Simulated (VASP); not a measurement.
# Na (I4/mmm) in VASP: further runs, part 2 of 2

VASP 6.6.1. The steps go on from the part before.

**3. Single point, PBE (strain -0.0300 x Voigt [1, 1, 0, 0, 0, 0])**

Input file INCAR:

```
PREC     = Accurate       # precision mode
ENCUT    = 520            # plane-wave cutoff, eV
EDIFF    = 1E-7           # SCF threshold, eV
ISMEAR   = 0              # smearing method
SIGMA    = 0.15           # smearing width, eV
LREAL    = False          # projectors in reciprocal space
LASPH    = True           # aspherical terms in the spheres
NELM     = 100            # most SCF steps
ALGO     = Normal         # electronic algorithm
ISIF     = 2              # what is computed and relaxed
LWAVE    = False          # write WAVECAR
LCHARG   = True           # write CHGCAR
GGA      = PE             # functional
LELF     = True           # ELF
LVHAR    = True         
NBANDS   = 10             # bands
```

Input file KPOINTS:

```
regular mesh
0
Gamma
  16 16 16
```

Input file POSCAR:

```
Na
1.0
   -2.0539750000      2.0539750000      2.1175000000
    2.0539750000     -2.0539750000      2.1175000000
    2.0539750000      2.0539750000     -2.1175000000
Na
1
Direct
    0.0000000000      0.0000000000      0.0000000000
```

Potentials or basis: VASP PAW PBE potentials, release 64 (Na_pv).

Started as:

```sh
cat potpaw_PBE.64/Na_pv/POTCAR > POTCAR
mpirun -np 1 vasp_std > vasp.out
```

Run time: 38 s. Hardware: 1 thread of Intel Xeon 6975P-C (Granite Rapids), shared host; peak memory 0.22 GiB.

The run converged. Its results:

```yaml
Free_energy: -1.3129 eV
Pressure: 0.3 GPa
```

Levels at points of the mesh, in eV from the Fermi level:
| k point | band 2 | band 3 | band 4 | band 5 | band 6 | band 7 |
| --- | --- | --- | --- | --- | --- | --- |
| (0.00, 0.00, 0.00) | -24.88 | -24.88 | -3.36 | 11.82 | 11.82 | 12.29 |
| (0.50, 0.00, 0.00) | -24.89 | -24.88 | 0.73 | 1.21 | 8.49 | 9.55 |
| (0.50, 0.50, 0.00) | -24.89 | -24.88 | 0.84 | 1.35 | 8.10 | 9.15 |
| (0.50, 0.50, 0.50) | -24.90 | -24.90 | 4.43 | 4.67 | 4.71 | 5.20 |

Caveat: the cell differs from its parent crystal (strain -0.0300 x Voigt [1, 1, 0, 0, 0, 0]).

**4. Single point, PBE (strain -0.0150 x Voigt [1, 1, 0, 0, 0, 0])**

Input file INCAR:

```
PREC = Accurate
ENCUT = 520
EDIFF = 1E-6
ISMEAR = 0
SIGMA = 0.15
LREAL = False
LASPH = True
NELM = 80
ALGO = Normal
ISIF = 2
LWAVE = False
LCHARG = True
GGA = PE
LELF = True
LVHAR = True
NBANDS = 10
```

KPOINTS is that of step 3.

Input file POSCAR:

```
Na
1.0
   -2.0857375000      2.0857375000      2.1175000000
    2.0857375000     -2.0857375000      2.1175000000
    2.0857375000      2.0857375000     -2.1175000000
Na
1
Direct
    0.0000000000      0.0000000000      0.0000000000
```

Potentials or basis: VASP PAW PBE potentials, release 64 (Na_pv).

Started as:

```sh
cat potpaw_PBE.64/Na_pv/POTCAR > POTCAR
mpirun -np 1 vasp_std > vasp.out
```

OUTCAR:

```text
PREC = Accurate
   ENCUT = 520
   EDIFF = 1E-6
   ISMEAR = 0
   LREAL = False
   LASPH = True
   NELM = 80
   ISIF = 2
   GGA = PE

 ion  position               nearest neighbor table
   1  0.000  0.000  0.000-

  LATTYP: Found a body centered tetragonal cell.
 ALAT       =     4.1714750000
 C/A-ratio  =     1.0152284264

  Lattice vectors:

 A1 = (  -2.0857375000,   2.0857375000,   2.1175000000)
 A2 = (   2.0857375000,  -2.0857375000,   2.1175000000)
 A3 = (   2.0857375000,   2.0857375000,  -2.1175000000)

Analysis of symmetry for initial positions (statically):
=====================================================================
 Subroutine PRICEL returns:
 Original cell was already a primitive cell.

 Routine SETGRP: Setting up the symmetry group for a
 body centered tetragonal supercell.

 Subroutine GETGRP returns: Found 16 space group operations
 (whereof 16 operations were pure point group operations)
 out of a pool of 16 trial point group operations.

The static configuration has the point symmetry D_4h.

Analysis of symmetry for dynamics (positions and initial velocities):
[... 158 lines left out ...]

 val. band max:        0.3449775283   @ k =   0.5000   0.1875   0.0000
 cond. band min:       0.3545437978   @ k =  -0.1875   0.4375   0.1250
 fundamental gap:      0.0095662695
 Fermi energy:         0.3484289769

 k-point     1 :       0.0000    0.0000    0.0000
  band No.  band energies     occupation
      1     -24.5504      2.00000
      2     -24.5504      2.00000
      3     -24.5503      2.00000
      4      -2.9445      2.00000
      5      12.0437      0.00000
      6      12.0437      0.00000
      7      12.2724      0.00000
      8      13.0110      0.00000
      9      13.2360      0.00000
     10      13.5954      0.00000
[... 287 lines left out ...]
 k-point    24 :      -0.0625    0.0625    0.0000
  band No.  band energies     occupation
      1     -24.5518      2.00000
      2     -24.5508      2.00000
      3     -24.5504      2.00000
      4      -2.8746      2.00000
      5      11.2853      0.00000
      6      11.5558      0.00000
      7      11.7540      0.00000
      8      12.4013      0.00000
      9      12.7251      0.00000
     10      14.0015      0.00000

 [... further k-points ...]
[... 5 lines left out ...]
  --------------------------------------------------------------------------------------
  -------------------------------------------------------------------------------------
  Total        0.0013266      0.0013266     -0.0035068      0.0000000      0.0000000      0.0000000
  in kB        0.0576810      0.0576810     -0.1524811      0.0000000      0.0000000      0.0000000
  external PRESSURE =      -0.0123731 kB  Pullay stress =       0.0000000 kB

 VOLUME and BASIS-vectors are now :
 -----------------------------------------------------------------------------
  energy-cutoff  :      520.00
  volume of cell :       36.85
      direct lattice vectors                 reciprocal lattice vectors
    -2.085737500  2.085737500  2.117500000     0.000000000  0.239723359  0.236127509
     2.085737500 -2.085737500  2.117500000     0.239723359  0.000000000  0.236127509
     2.085737500  2.085737500 -2.117500000     0.239723359  0.239723359  0.000000000

 POSITION                                       TOTAL-FORCE (eV/Angst)
 -----------------------------------------------------------------------------------
      0.00000      0.00000      0.00000        -0.000000      0.000000      0.000000
 -----------------------------------------------------------------------------------
    total drift:                               -0.000000     -0.000000     -0.000000

  FREE ENERGIE OF THE ION-ELECTRON SYSTEM (eV)
  ---------------------------------------------------
  free  energy   TOTEN  =        -1.3141099464 eV

  energy  without entropy=       -1.3090286920  energy(sigma->0) =       -1.31156932
```

stdout:

```text
POSCAR found type information on POSCAR Na
 POSCAR found :  1 types and       1 ions
 scaLAPACK will be used
 LDA part: xc-table for (Slater+PW92), standard interpolation
 POSCAR, INCAR and KPOINTS ok, starting setup
 FFT: planning ... GRIDC
 FFT: planning ... GRID_SOFT
 FFT: planning ... GRID
 WAVECAR not read
 entering main loop
```

It took 31 s on 1 thread of Intel Xeon 6975P-C (Granite Rapids), shared host; peak memory 0.22 GiB.

What came out:

```
Free energy : -1.3141 eV
Pressure    : 0.0 GPa
```

Levels at points of the mesh, in eV from the Fermi level:
```tsv
k point	band 1	band 2	band 3	band 4	band 5	band 6	band 7
(0.00, 0.00, 0.00)	-24.90	-24.90	-24.90	-3.29	11.70	11.70	11.92
(0.50, 0.00, 0.00)	-24.94	-24.91	-24.90	0.74	1.20	8.29	9.26
(0.50, 0.50, 0.00)	-24.94	-24.91	-24.90	0.80	1.27	8.10	9.07
(0.50, 0.50, 0.50)	-24.93	-24.92	-24.92	4.46	4.59	4.74	5.00
```

Caveat: the cell differs from its parent crystal (strain -0.0150 x Voigt [1, 1, 0, 0, 0, 0]).

**5. Single point, PBE (strain +0.0300 x Voigt [1, 1, 0, 0, 0, 0])**

Input file INCAR:

```
PREC     = Accurate       # precision mode
ENCUT    = 520            # plane-wave cutoff, eV
EDIFF    = 1E-6           # SCF threshold, eV
ISMEAR   = 0              # smearing method
SIGMA    = 0.15           # smearing width, eV
LREAL    = F              # projectors in reciprocal space
LASPH    = T              # aspherical terms in the spheres
NELM     = 60             # most SCF steps
ALGO     = Normal         # electronic algorithm
ISIF     = 2              # what is computed and relaxed
LWAVE    = F              # write WAVECAR
LCHARG   = F              # write CHGCAR
GGA      = PE             # functional
NBANDS   = 10             # bands
```

Input file KPOINTS:

```
Automatic mesh
0
Gamma
  16 16 16
```

Input file POSCAR:

```
Na
1.0
   -2.1810250000      2.1810250000      2.1175000000
    2.1810250000     -2.1810250000      2.1175000000
    2.1810250000      2.1810250000     -2.1175000000
Na
1
Direct
    0.0000000000      0.0000000000      0.0000000000
```

Started as:

```sh
cat potpaw_PBE.64/Na_pv/POTCAR > POTCAR
mpirun -np 1 vasp_std > vasp.out
```

Run time: 31 s. Hardware: 1 thread of Intel Xeon 6975P-C (Granite Rapids), shared host; peak memory 0.24 GiB.

The run converged. Its results:

```yaml
Free_energy: -1.3078 eV
Pressure: -0.6 GPa
```

Levels at points of the mesh, in eV from the Fermi level:
```
           k point  band 1  band 2  band 3  band 4  band 5  band 6  band 7  band 8
(0.00, 0.00, 0.00)  -24.97  -24.97  -24.97   -3.11   10.92   11.35   11.35   11.95
(0.50, 0.00, 0.00)  -25.00  -24.98  -24.97    0.77    1.17    7.75    8.49    8.67
(0.50, 0.50, 0.00)  -25.00  -24.98  -24.97    0.67    1.04    8.11    8.85    9.04
(0.50, 0.50, 0.50)  -24.99  -24.99  -24.99    4.27    4.46    4.46    4.49    4.95
```

Caveat: the cell differs from its parent crystal (strain +0.0300 x Voigt [1, 1, 0, 0, 0, 0]).

**6. The runs side by side**

```tsv
cell	gap on the mesh (eV)	pressure (GPa)
a = 3.558 Å, angles 110.7, 110.7, 107.0°, 1 atom	none	0.6
a = 3.595 Å, angles 110.3, 110.3, 107.8°, 1 atom	none	0.3
a = 3.631 Å, angles 109.9, 109.9, 108.7°, 1 atom	none	0.0
a = 3.741 Å, angles 108.7, 108.7, 111.1°, 1 atom	none	-0.6
```

Alike in all rows: task single point; level PBE; potentials or basis VASP PAW PBE potentials, release 64 (Na_pv); no spin polarisation; k mesh 16 × 16 × 16; cutoff (eV) 520; smearing gaussian 0.15 eV.

Total energies depend on the potentials used, so only differences within one code and one set of settings carry meaning.
